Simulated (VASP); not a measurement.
# Y (P6_3/mmc) in VASP: further runs, part 2 of 2

VASP 6.6.1.

## (4) Single point, LDA

This run uses another cell than the first one, of 26.33 Å³/atom.

INCAR

```
SYSTEM = Y
PREC = Accurate
ENCUT = 520
EDIFF = 1E-6
ISMEAR = -1
SIGMA = 0.1
LREAL = .False.
LASPH = .True.
NELM = 60
ALGO = Normal
ISIF = 2
LWAVE = .False.
LCHARG = .True.
GGA = CA
LELF = .True.
LVHAR = .True.
NBANDS = 18
```

KPOINTS

```
regular mesh
0
Gamma
  16 16 8
  0 0 0
```

POSCAR

```
Y
1.0
    3.3774857900      0.0000000000      0.0000000000
   -1.6887428950      2.9249884951      0.0000000000
    0.0000000000      0.0000000000      5.3312096605
Y
2
Direct
    0.3333333333      0.6666666667      0.2500000000
    0.6666666667      0.3333333333      0.7500000000
```

Potentials or basis: VASP PAW LDA potentials, release 64 (Y_sv).

Run with:

```console
$ cat potpaw_LDA.64/Y_sv/POTCAR > POTCAR
$ mpirun -np 1 vasp_std > vasp.out
```

OUTCAR:

```text
SYSTEM = Y
   PREC = Accurate
   ENCUT = 520
   EDIFF = 1E-6
   ISMEAR = -1
   LREAL = .False.
   LASPH = .True.
   NELM = 60
   ISIF = 2
   GGA = CA

 ion  position               nearest neighbor table
   1  0.333  0.667  0.250-   2 3.30   2 3.30   2 3.30   2 3.30   2 3.30   2 3.30
   2  0.667  0.333  0.750-   1 3.30   1 3.30   1 3.30   1 3.30   1 3.30   1 3.30

  LATTYP: Found a hexagonal cell.
 ALAT       =     3.3774857900
 C/A-ratio  =     1.5784550971

  Lattice vectors:

 A1 = (   3.3774857900,   0.0000000000,   0.0000000000)
 A2 = (  -1.6887428950,   2.9249884951,   0.0000000000)
[... 192 lines left out ...]
      6     -17.5915      2.00000
[... 481 lines left out ...]
      5     -18.2745      2.00000
      6     -18.0014      2.00000
[... 10 lines left out ...]
     17       9.2610      0.00000
     18      10.3000      0.00000

 [... further k-points ...]
[... 5 lines left out ...]
  --------------------------------------------------------------------------------------
  -------------------------------------------------------------------------------------
  Total        2.2255452      2.2255452      2.2438164      0.0000000      0.0000000     -0.0000000
  in kB       67.7023187     67.7023187     68.2581390      0.0000000      0.0000000     -0.0000000
  external PRESSURE =      67.8875921 kB  Pullay stress =       0.0000000 kB

 VOLUME and BASIS-vectors are now :
 -----------------------------------------------------------------------------
  energy-cutoff  :      520.00
  volume of cell :       52.67
      direct lattice vectors                 reciprocal lattice vectors
     3.377485790  0.000000000  0.000000000     0.296078226  0.170940843  0.000000000
    -1.688742895  2.924988495  0.000000000     0.000000000  0.341881687  0.000000000
     0.000000000  0.000000000  5.331209660     0.000000000  0.000000000  0.187574690

 POSITION                                       TOTAL-FORCE (eV/Angst)
 -----------------------------------------------------------------------------------
     -0.00000      1.94999      1.33280         0.000000      0.000000      0.000000
      1.68874      0.97500      3.99841        -0.000000     -0.000000      0.000000
 -----------------------------------------------------------------------------------
    total drift:                               -0.000000      0.000000     -0.000000

  FREE ENERGIE OF THE ION-ELECTRON SYSTEM (eV)
  ---------------------------------------------------
  free  energy   TOTEN  =       -13.8130836734 eV

  energy  without entropy=      -13.7117826598  energy(sigma->0) =      -13.76243317
```

OSZICAR:

```text
N       E                     dE             d eps       ncg     rms          rms(c)
DAV:   1     0.906564756254E+02    0.90656E+02   -0.11420E+04  5400   0.119E+03
DAV:   2    -0.656757160838E+01   -0.97224E+02   -0.95462E+02  6682   0.264E+02
DAV:   3    -0.138366512049E+02   -0.72691E+01   -0.71923E+01  8858   0.444E+01
DAV:   4    -0.140697320101E+02   -0.23308E+00   -0.23283E+00  6582   0.787E+00
DAV:   5    -0.140752206240E+02   -0.54886E-02   -0.54870E-02  7454   0.925E-01    0.373E+01
DAV:   6    -0.138339618223E+02    0.24126E+00   -0.34343E-01  5904   0.368E+00    0.230E+01
DAV:   7    -0.138245545730E+02    0.94072E-02   -0.68785E-01  7878   0.452E+00    0.188E+00
DAV:   8    -0.138128130908E+02    0.11741E-01   -0.10771E-01  6734   0.194E+00    0.527E-01
DAV:   9    -0.138131343367E+02   -0.32125E-03   -0.52142E-03  6842   0.499E-01    0.306E-01
DAV:  10    -0.138130829499E+02    0.51387E-04   -0.26632E-04  7914   0.932E-02    0.303E-02
DAV:  11    -0.138130835927E+02   -0.64278E-06   -0.18572E-05  6598   0.307E-02    0.193E-02
DAV:  12    -0.138130836734E+02   -0.80731E-07   -0.34877E-06  5812   0.165E-02
   1 F= -.13813084E+02 E0= -.13762433E+02  d E =-.101301E+00
```

stdout:

```text
POSCAR found type information on POSCAR Y
 POSCAR found :  1 types and       2 ions
 scaLAPACK will be used
 LDA part: xc-table for (Slater(with rela. corr.)+CA(PZ))
 , standard interpolation
 POSCAR, INCAR and KPOINTS ok, starting setup
 FFT: planning ... GRIDC
 FFT: planning ... GRID_SOFT
 FFT: planning ... GRID
 WAVECAR not read
 entering main loop
```

It took 3.5 min on 1 thread of Intel Xeon 8259CL, shared host; peak memory 0.27 GiB.

What came out:

```
Free energy            : -13.8131 eV
Pressure               : 6.8 GPa
Band gap on the k mesh : zero (bands 11 and 12 overlap by 2.17 eV)
```

Caveat: the cell stands under pressure.

## (5) Single point, LDA

This run uses another cell than the first one, of 27.69 Å³/atom.

INCAR

```
PREC     = Accurate       # precision mode
ENCUT    = 520            # plane-wave cutoff, eV
EDIFF    = 1E-7           # SCF threshold, eV
ISMEAR   = -1             # smearing method
SIGMA    = 0.1            # smearing width, eV
LREAL    = False          # projectors in reciprocal space
LASPH    = True           # aspherical terms in the spheres
NELM     = 80             # most SCF steps
ALGO     = Normal         # electronic algorithm
ISIF     = 2              # what is computed and relaxed
LWAVE    = False          # write WAVECAR
LCHARG   = False          # write CHGCAR
GGA      = CA             # functional
NBANDS   = 18             # bands
```

KPOINTS

```
regular mesh
0
Gamma
  16 16 8
```

POSCAR

```
Y
1.0
    3.4407273842      0.0000000000      0.0000000000
   -1.7203636921      2.9797573222      0.0000000000
    0.0000000000      0.0000000000      5.4022156792
Y
2
Direct
    0.3333333333      0.6666666667      0.2500000000
    0.6666666667      0.3333333333      0.7500000000
```

Run with:

```console
$ cat potpaw_LDA.64/Y_sv/POTCAR > POTCAR
$ mpirun -np 1 vasp_std > vasp.out
```

It took 3.3 min on 1 thread of Intel Xeon 8259CL, shared host; peak memory 0.27 GiB.

Results (log left out):

| Property | Result |
| --- | --- |
| Free energy | -13.9024 eV |
| Pressure | 3.8 GPa |
| Band gap on the k mesh | zero (bands 11 and 12 overlap by 1.98 eV) |

Stress tensor (GPa, compression positive):
```
3.78 0.00 0.00
0.00 3.78 0.00
0.00 0.00 3.88
```

Levels at points of the mesh, in eV from the Fermi level:
| k point | band 8 | band 9 | band 10 | band 11 | band 12 | band 13 | band 14 | band 15 |
| --- | --- | --- | --- | --- | --- | --- | --- | --- |
| (0.00, 0.00, 0.00) | -21.70 | -4.91 | -2.16 | 1.58 | 1.83 | 1.83 | 2.19 | 2.57 |
| (0.50, 0.00, 0.00) | -21.85 | -1.74 | -1.57 | -1.12 | 0.30 | 1.49 | 1.68 | 2.40 |
| (0.00, 0.00, 0.50) | -21.83 | -3.25 | -3.25 | 1.00 | 1.00 | 1.73 | 1.73 | 1.73 |
| (0.50, 0.00, 0.50) | -21.96 | -1.95 | -1.95 | -0.03 | -0.03 | 1.97 | 1.97 | 3.11 |

Caveat: the cell stands under pressure.

## (6) Single point, LDA

This run uses another cell than the first one, of 28.76 Å³/atom.

INCAR

```
PREC = Accurate ; ENCUT = 520
EDIFF = 1E-6 ; ISMEAR = -1
SIGMA = 0.1 ; LREAL = False
LASPH = True ; NELM = 100
ALGO = Normal ; ISIF = 2
LWAVE = False ; LCHARG = False
NBANDS = 18
```

KPOINTS is that of step 5.

POSCAR

```
Y
1.0
    3.4878853932      0.0000000000      0.0000000000
   -1.7439426966      3.0205973560      0.0000000000
    0.0000000000      0.0000000000      5.4602016043
Y
2
Direct
    0.3333333333      0.6666666667      0.2500000000
    0.6666666667      0.3333333333      0.7500000000
```

Potentials or basis: VASP PAW LDA potentials, release 64 (Y_sv).

Run with:

```console
$ cat potpaw_LDA.64/Y_sv/POTCAR > POTCAR
$ mpirun -np 1 vasp_std > vasp.out
```

It took 3.7 min on 1 thread of Intel Xeon 8259CL, shared host; peak memory 0.27 GiB.

The run converged. Its results:

| Quantity | Value |
| --- | --- |
| Free energy | -13.9398 eV |
| Pressure | 1.8 GPa |
| Band gap on the k mesh | zero (bands 11 and 12 overlap by 1.86 eV) |

Stress tensor (GPa, compression positive):
```
1.79 0.00 0.00
0.00 1.79 0.00
0.00 0.00 1.89
```

Levels at points of the mesh, in eV from the Fermi level:
| k point | band 7 | band 8 | band 9 | band 10 | band 11 | band 12 | band 13 | band 14 | band 15 | band 16 |
| --- | --- | --- | --- | --- | --- | --- | --- | --- | --- | --- |
| (0.00, 0.00, 0.00) | -21.87 | -21.82 | -4.86 | -2.09 | 1.45 | 1.80 | 1.80 | 2.17 | 2.51 | 2.51 |
| (0.50, 0.00, 0.00) | -22.06 | -21.96 | -1.73 | -1.48 | -1.04 | 0.20 | 1.47 | 1.62 | 2.32 | 5.66 |
| (0.00, 0.00, 0.50) | -21.94 | -21.94 | -3.25 | -3.25 | 1.00 | 1.00 | 1.70 | 1.70 | 1.70 | 1.70 |
| (0.50, 0.00, 0.50) | -22.05 | -22.05 | -1.88 | -1.88 | 0.00 | 0.00 | 1.83 | 1.83 | 3.01 | 3.01 |

## (7) Summary

| cell | gap on the mesh (eV) | pressure (GPa) |
| --- | --- | --- |
| a = 3.245, b = 3.245, c = 5.185 Å, angles 90.0, 90.0, 120.0°, 2 atoms | none | 14.7 |
| a = 3.323, b = 3.323, c = 5.269 Å, angles 90.0, 90.0, 120.0°, 2 atoms | none | 9.8 |
| a = 3.377, b = 3.377, c = 5.331 Å, angles 90.0, 90.0, 120.0°, 2 atoms | none | 6.8 |
| a = 3.441, b = 3.441, c = 5.402 Å, angles 90.0, 90.0, 120.0°, 2 atoms | none | 3.8 |
| a = 3.488, b = 3.488, c = 5.460 Å, angles 90.0, 90.0, 120.0°, 2 atoms | none | 1.8 |

Alike in all rows: task single point; level LDA; potentials or basis VASP PAW LDA potentials, release 64 (Y_sv); no spin polarisation; k mesh 16 × 16 × 8; cutoff (eV) 520; smearing fermi-dirac 0.1 eV.

Caveats: the cell stands under pressure (at least some runs).

Total energies depend on the potentials used, so only differences within one code and one set of settings carry meaning.
